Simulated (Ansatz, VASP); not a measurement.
# Two plane-wave programs on Re

File INCAR:

```
PREC = Accurate
ENCUT = 520
EDIFF = 1E-6
ISMEAR = -1
SIGMA = 0.1
LREAL = False
LASPH = True
NELM = 60
ALGO = Normal
ISIF = 2
LWAVE = False
LCHARG = False
GGA = PE
NBANDS = 14
```

File KPOINTS:

```
regular mesh
0
Gamma
  17 17 8
```

File POSCAR:

```
Re
1.0
   -1.8664054811      1.5334497129      1.3681013643
    1.5334497129     -1.8664054811      1.3681013643
    3.4557394981      3.4557394981     -1.9779104635
Re
2
Direct
    0.9583475155      0.0416524845      0.0000000000
    0.7916524845      0.2083475155      0.5000000000
```

Input for Ansatz:

```yaml
crystal:
  lattice:
    - [-1.8664054811, 1.5334497129, 1.3681013643]
    - [1.5334497129, -1.8664054811, 1.3681013643]
    - [3.4557394981, 3.4557394981, -1.9779104635]
  atoms:
    - { symbol: Re, position: [0.9583475155, 0.0416524845, 0.0] }
    - { symbol: Re, position: [0.7916524845, 0.2083475155, 0.5] }
hamiltonian:
  xc: pbe
  pseudopotentials:
    kind: paw
    azcp:
      Re: "pseudopotentials/Re.paw.azcp"
basis:
  ecutwfc: 420
  fft_grid_basis: typed
kpoints:
  mp_grid: { grid: [17, 17, 8], shift: [0, 0, 0] }
magnetization:
  spin_polarized: false
scf:
  occupations: { method: fermi_dirac, width: 0.1 }
  lower_state_search: "off"
output:
  stress: true
```

Alike in both runs: task single point; functional PBE; k mesh 17 × 17 × 8; occupations fermi-dirac, width 0.1 eV; no spin polarisation.

|  | VASP | Ansatz |
| --- | --- | --- |
| version | VASP 6.6.1 | Ansatz 0.2.0 |
| potentials or method | VASP PAW PBE potentials, release 64 (Re), cutoff 520 eV | plane waves (420 eV) with PAW, scalar-relativistic |
| valence electrons in the cell | 14 | 30 |

VASP gave:

```
pressure (GPa)                                                : -0.5
traceless stress, the component that is largest in VASP (GPa) : -0.10
```

Estimate Ansatz's values.

pressure (GPa): 0.1; traceless stress, the component that is largest in VASP (GPa): -0.01.

VASP's potentials hold 14 valence electrons a cell and Ansatz's 30, so a difference there can come from the potentials and not from the codes.

Neither program's run includes spin-orbit coupling.
